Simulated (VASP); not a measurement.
# Mo in VASP: notebook, part 2 of 2

VASP 6.6.1.

### Step 3. Single point, PBEsol

Input file INCAR:

```
SYSTEM = Mo
PREC = Accurate ; ENCUT = 520
EDIFF = 1E-6 ; ISMEAR = 0
SIGMA = 0.1 ; LREAL = Auto
LASPH = .TRUE. ; NELM = 80
ALGO = Normal ; ISIF = 2
LWAVE = .FALSE. ; LCHARG = .FALSE.
GGA = PS ; NBANDS = 133
```

Input file KPOINTS:

```
Automatic mesh
0
G
  3 4 1
  0 0 0
```

Input file POSCAR:

```
Mo
1.0
    6.3000000000      0.0000000000      0.0000000000
    3.1500000000      4.4547730000      0.0000000000
    0.0000000000      0.0000000000     17.6821590000
Mo
17
Direct
   -0.2500000561      0.5000001122      0.0565541798
    0.2499999439      0.5000001122      0.0565541798
   -0.2500000000      1.0000000000      0.0565541798
    0.2500000000      1.0000000000      0.0565541798
   -0.0014778790      0.0006992500      0.1762278577
    0.5013774729     -0.0003057395      0.1762055753
    0.0013162127      0.4977418602      0.1752006641
    0.4987143574      0.5024731900      0.1752047360
   -0.2500096560      0.5002174073      0.3018412514
    0.2501433026      0.4998845059      0.3014642612
   -0.2499415788      0.9999793480      0.2982276655
    0.2500413127      1.0000799143      0.2995910171
   -0.0039501615      0.0004238151      0.4210768606
    0.5038710732     -0.0004630988      0.4210887935
    0.0031679939      0.4944119487      0.4263064821
    0.4967537486      0.5055382171      0.4262699481
    0.2495022908      0.0010855772      0.5213166560
```

Potentials or basis: VASP PAW PBE potentials, release 64 (Mo_sv).

Command:

```console
> cat potpaw_PBE.64/Mo_sv/POTCAR > POTCAR
> mpirun -np 1 vasp_std > vasp.out
```

OUTCAR:

```text
SYSTEM = Mo
   PREC = Accurate
   ENCUT = 520
   EDIFF = 1E-6
   ISMEAR = 0
   LREAL = Auto
   LASPH = .TRUE.
   NELM = 80
   ISIF = 2
   GGA = PS

 ion  position               nearest neighbor table
   1  0.750  0.500  0.057-   8 2.62   7 2.62   3 2.73   4 2.73   4 2.73   3 2.73   5 3.07   6 3.07
                             2 3.15   2 3.15
   2  0.250  0.500  0.057-   7 2.62   8 2.62   4 2.73   3 2.73   3 2.73   4 2.73   6 3.07   5 3.07
                             1 3.15   1 3.15
   3  0.750  0.000  0.057-   6 2.63   5 2.63   1 2.73   2 2.73   2 2.73   1 2.73   7 3.07   8 3.07
                             4 3.15   4 3.15
   4  0.250  0.000  0.057-   5 2.64   6 2.64   2 2.73   1 2.73   1 2.73   2 2.73   8 3.05   7 3.05
                             3 3.15   3 3.15
   5  0.999  0.001  0.176-   3 2.63   4 2.64  11 2.67  12 2.69   7 2.72   8 2.73   8 2.73   7 2.73
                             1 3.07   2 3.07   6 3.14  10 3.14   9 3.14   6 3.16
   6  0.501  1.000  0.176-   3 2.63   4 2.64  11 2.67  12 2.70   8 2.72   7 2.72   7 2.73   8 2.73
                             1 3.07   2 3.07   5 3.14  10 3.14   9 3.14   5 3.16
   7  0.001  0.498  0.175-   2 2.62   1 2.62   5 2.72   6 2.72   6 2.73  10 2.73   5 2.73   9 2.74
                             4 3.05   3 3.07  11 3.12  12 3.12   8 3.15   8 3.15
   8  0.499  0.502  0.175-   2 2.62   1 2.62   6 2.72   5 2.73   5 2.73  10 2.73   6 2.73   9 2.74
                             4 3.05   3 3.07  11 3.12  12 3.12   7 3.15   7 3.15
   9  0.750  0.500  0.302-  15 2.71  16 2.71  11 2.73  12 2.73  12 2.73  11 2.73   7 2.74   8 2.74
                            14 3.07  13 3.07   5 3.14   6 3.14  10 3.15  10 3.15
  10  0.250  0.500  0.301-  16 2.71  15 2.71  12 2.73  11 2.73  12 2.73  11 2.73   8 2.73   7 2.73
                            14 3.07  13 3.07   6 3.14   5 3.14   9 3.15   9 3.15
  11  0.750  1.000  0.298-   5 2.67   6 2.67  13 2.67  14 2.67   9 2.73  10 2.73  10 2.73   9 2.73
                             7 3.12   8 3.12  12 3.15  12 3.15  16 3.19  15 3.19
  12  0.250  0.000  0.300-  14 2.68  13 2.68   5 2.69   6 2.70  10 2.73   9 2.73   9 2.73  10 2.73
                             8 3.12   7 3.12  15 3.14  16 3.14  11 3.15  11 3.15
  13  0.996  0.000  0.421-  17 2.39  11 2.67  12 2.68  15 2.72  16 2.72  16 2.74  15 2.74   9 3.07
                            10 3.07  14 3.10  14 3.20
  14  0.504  1.000  0.421-  17 2.39  11 2.67  12 2.68  16 2.72  15 2.72  15 2.74  16 2.74   9 3.07
                            10 3.07  13 3.10  13 3.20
  15  0.003  0.494  0.426-   9 2.71  10 2.71  13 2.72  14 2.72  14 2.74  13 2.74  17 2.77  12 3.14
                            16 3.15  16 3.16  11 3.19
  16  0.497  0.506  0.426-   9 2.71  10 2.71  14 2.72  13 2.72  13 2.74  14 2.74  17 2.77  12 3.14
                            15 3.15  15 3.16  11 3.19
  17  0.250  0.001  0.521-  14 2.39  13 2.39  15 2.77  16 2.77

  LATTYP: Found a base centered orthorhombic cell.
 ALAT       =     6.3000000000
 B/A-ratio  =     1.4142136508
 C/A-ratio  =     2.8066919048

  Lattice vectors:

 A1 = (   3.1500000000,  -4.4547730000,   0.0000000000)
 A2 = (   3.1500000000,   4.4547730000,   0.0000000000)
 A3 = (   0.0000000000,   0.0000000000,  17.6821590000)

Analysis of symmetry for initial positions (statically):
=====================================================================
 Subroutine PRICEL returns:
 Original cell was already a primitive cell.

 Routine SETGRP: Setting up the symmetry group for a
 base centered orthorhombic supercell.

 Subroutine GETGRP returns: Found  1 space group operations
 (whereof  1 operations were pure point group operations)
 out of a pool of  8 trial point group operations.

The static configuration has the point symmetry C_1 .

Analysis of symmetry for dynamics (positions and initial velocities):
=====================================================================
[... 112 lines left out ...]
   ions per type =              17
   NGX,Y,Z   is equivalent  to a cutoff of  12.67, 12.80, 13.16 a.u.
   NGXF,Y,Z  is equivalent  to a cutoff of  25.33, 25.60, 26.33 a.u.
 SYSTEM =  Mo
   PREC   = accura    normal or accurate (medium, high low for compatibility)
   ISTART =      0    job   : 0-new  1-cont  2-samecut
   ICHARG =      2    charge: 1-file 2-atom 10-const
   ISPIN  =      1    spin polarized calculation?
   LNONCOLLINEAR =      F non collinear calculations
   LSORBIT =      F    spin-orbit coupling
   LASPH  =      T    aspherical Exc in radial PAW
   ENCUT  =  520.0 eV  38.22 Ry    6.18 a.u.  11.71 10.14 32.88*2*pi/ulx,y,z
   NELM   =     80;   NELMIN=  2; NELMDL= -5     # of ELM steps
   EDIFF  = 0.1E-05   stopping-criterion for ELM
   LREAL  =      T    real-space projection
   EDIFFG = 0.1E-04   stopping-criterion for IOM
   NSW    =      0    number of steps for IOM
   IBRION =     -1    ionic relax: 0-MD 1-quasi-New 2-CG
   NFREE  =      0    steps in history (QN), initial steepest desc. (CG)
   ISIF   =      2    stress and relaxation
   ISYM   =      2    0-nonsym 1-usesym 2-fastsym
   POTIM  = 0.5000    time-step for ionic-motion
   TEBEG  =    0.0;   TEEND  =   0.0 temperature during run
   PSTRESS=    0.0 pullay stress
   NELECT =     238.0000    total number of electrons
   NUPDOWN=      -1.0000    fix difference up-down
   EMIN   =  10.00;   EMAX   =-10.00  energy-range for DOS
   EFERMI =   0.00;   METHOD = LEGACY
   ISMEAR =     0;   SIGMA  =   0.10  broadening in eV -4-tet -1-fermi 0-gaus
   EFERMI_NEDOS =   21; number of points for ismear=-14 and -15
   IALGO  =     38    algorithm
   IMIX   =      4    mixing-type and parameters
     AMIX     =   0.40;   BMIX     =  1.00
     AMIX_MAG =   1.60;   BMIX_MAG =  1.00
  volume/ion in A,a.u.               =      29.19       196.99
  Fermi-wavevector in a.u.,A,eV,Ry     =   1.281445  2.421580 22.342148  1.642102
  Thomas-Fermi vector in A             =   2.413815
   LORBIT       =      0    0 simple, 1 ext, 2 COOP (PROOUT), +10 PAW based schemes
   GGA     = PS    functional components
   LHFCALC =     F    Hartree Fock is set to
   AEXX    =    0.0000 exact exchange contribution
   IVDW    =     0    specifies the selected vdW correction
   LEPSILON=     F    determine dielectric tensor
   LRPA    =     F    only Hartree local field effects (RPA)
 non-spin polarized calculation
 Gauss-broadening in eV      SIGMA  =   0.10
  energy-cutoff  :      520.00
  volume of cell :      496.25
 maximum number of plane-waves:     13400
   NGX = 23   NGY = 21   NGZ = 65

 number of electron     238.0000005 magnetization

 Free energy of the ion-electron system (eV)
  ---------------------------------------------------
  ext. energy  EPLUGINS =         0.00000000
  ---------------------------------------------------
  free energy    TOTEN  =      -188.10818523 eV

  energy without entropy =     -188.05515956  energy(sigma->0) =     -188.08167239

 E-fermi :   4.7807     XC(G=0):  -8.3620

 val. band max:        4.7677662257   @ k =  -0.3333   0.2500   0.0000
 cond. band min:       4.7907972220   @ k =   0.3333   0.5000   0.0000
 fundamental gap:      0.0230309963
 Fermi energy:         4.7807198676

 k-point     1 :       0.0000    0.0000    0.0000
  band No.  band energies     occupation
      1     -56.4012      2.00000
      2     -56.2395      2.00000
      3     -56.1950      2.00000
      4     -56.1864      2.00000
      5     -56.1404      2.00000
      6     -56.1118      2.00000
[... 927 lines left out ...]
    130       5.7087      0.00000
    131       5.7324      0.00000
 [bands above 131 left out]

------------------------ aborting loop because EDIFF is reached ----------------------------------------

  FORCE on cell =-STRESS in cart. coord.  units (eV):
  Direction    XX          YY          ZZ          XY          YZ          ZX
  --------------------------------------------------------------------------------------
  -------------------------------------------------------------------------------------
  Total      -15.5828257    -11.8441681      0.6085646      1.5874785     -0.0060951     -0.0034344
  in kB      -50.3101226    -38.2396340      1.9647885      5.1252732     -0.0196783     -0.0110881
  external PRESSURE =     -28.8616560 kB  Pullay stress =       0.0000000 kB

 VOLUME and BASIS-vectors are now :
 -----------------------------------------------------------------------------
  energy-cutoff  :      520.00
  volume of cell :      496.25
      direct lattice vectors                 reciprocal lattice vectors
     6.300000000  0.000000000  0.000000000     0.158730159 -0.112239165  0.000000000
     3.150000000  4.454773000  0.000000000     0.000000000  0.224478329  0.000000000
     0.000000000  0.000000000 17.682159000     0.000000000  0.000000000  0.056554180

 POSITION                                       TOTAL-FORCE (eV/Angst)
 -----------------------------------------------------------------------------------
      6.30000      2.22739      1.00000         0.001857      0.002227      0.021654
      3.15000      2.22739      1.00000         0.001313      0.002723      0.073281
      4.72500      0.00000      1.00000        -0.000360      0.002711      0.095657
      1.57500      0.00000      1.00000         0.000910      0.002910     -0.282462
      6.29289      0.00312      3.11609        -0.000701     -0.009973     -0.009120
      6.30771      4.45341      3.11569         0.000336     -0.007200     -0.007319
[... 9 lines left out ...]
      4.72199      2.25206      7.53737         0.000621     -0.001375      0.027140
      1.57528      0.00484      9.21800        -0.003999     -0.005197      0.109651
 -----------------------------------------------------------------------------------
    total drift:                               -0.000527      0.001287      0.000038

  FREE ENERGIE OF THE ION-ELECTRON SYSTEM (eV)
  ---------------------------------------------------
  free  energy   TOTEN  =      -188.1081852260 eV

  energy  without entropy=     -188.0551595557  energy(sigma->0) =     -188.08167239
```

Run time: 20 min. Hardware: 1 thread of AMD EPYC 9R45 (Zen 5), shared host; peak memory 0.73 GiB.

Results:

* Free energy: -188.1082 eV
* Largest force: 0.282 eV/Å
* Band gap on the k mesh: zero (band 119 reaches 5.72 eV, above the bottom of band 120 at 4.25 eV)

Forces on the atoms (eV/Å):
```
Mo   0.002  0.002  0.022
Mo   0.001  0.003  0.073
Mo   0.000  0.003  0.096
Mo   0.001  0.003 -0.282
Mo  -0.001 -0.010 -0.009
Mo   0.000 -0.007 -0.007
Mo   0.000  0.001  0.008
Mo  -0.001 -0.001  0.010
Mo  -0.007 -0.010 -0.002
Mo   0.001  0.008 -0.002
Mo   0.002  0.003 -0.004
Mo  -0.005 -0.001  0.024
Mo  -0.034  0.002 -0.044
Mo   0.042  0.004 -0.044
Mo   0.003  0.008  0.024
Mo   0.001 -0.001  0.027
Mo  -0.004 -0.005  0.110
```

Caveat: the k points lie up to 0.41 Å⁻¹ apart; the PAW data sets were made with another functional, which shifts forces and pressure a little.
